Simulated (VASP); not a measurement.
**Bi: single point with PBEsol**

The system is Bi, a slab with vacuum.

```xyz
2
Lattice="4.3149 0.0000 0.0000 -2.1574 3.7368 0.0000 0.0000 0.0000 27.0531" Properties=species:S:1:pos:R:3 pbc="T T T"
Bi    0.0000    2.4912    8.4607
Bi    2.1574    1.2456   10.1659
```

| Quantity | Value |
| --- | --- |
| Program | VASP 6.6.1 |
| Task | single point |
| Functional | PBEsol |
| Potentials or basis | VASP PAW PBE potentials, release 64 (Bi_d) |
| Cutoff | 400 eV |
| k mesh | 6 × 6 × 1 |
| Occupations | gaussian, width 0.01 eV |
| Spin | no spin polarisation |
| Dipole correction | yes |
| Further INCAR settings | ALGO = Normal; EDIFF = 1e-06; NBANDS = 22; NELMDL = -8 |

| Item | Value |
| --- | --- |
| Largest force | 0.054 eV/Å |

Forces in eV/Å, atoms in the order of the input:
```
Bi   0.000  0.000  0.054
Bi   0.000  0.000 -0.054
```

Levels at points of the mesh, in eV from the Fermi level:
| k point | band 13 | band 14 | band 15 | band 16 | band 17 | band 18 |
| --- | --- | --- | --- | --- | --- | --- |
| (0.00, 0.00, 0.00) | -0.84 | -0.10 | -0.10 | 0.45 | 2.50 | 2.50 |
| (0.50, 0.00, 0.00) | -3.22 | -1.77 | -1.57 | 1.27 | 2.15 | 3.19 |

Run time: 2.3 min on 1 thread of Intel Xeon 8259CL, on a shared host, peak memory 0.32 GiB.

Caveat: the PAW data sets were made with another functional, which shifts forces and pressure a little; spin-orbit coupling is left out, which moves the levels of the heavy elements.
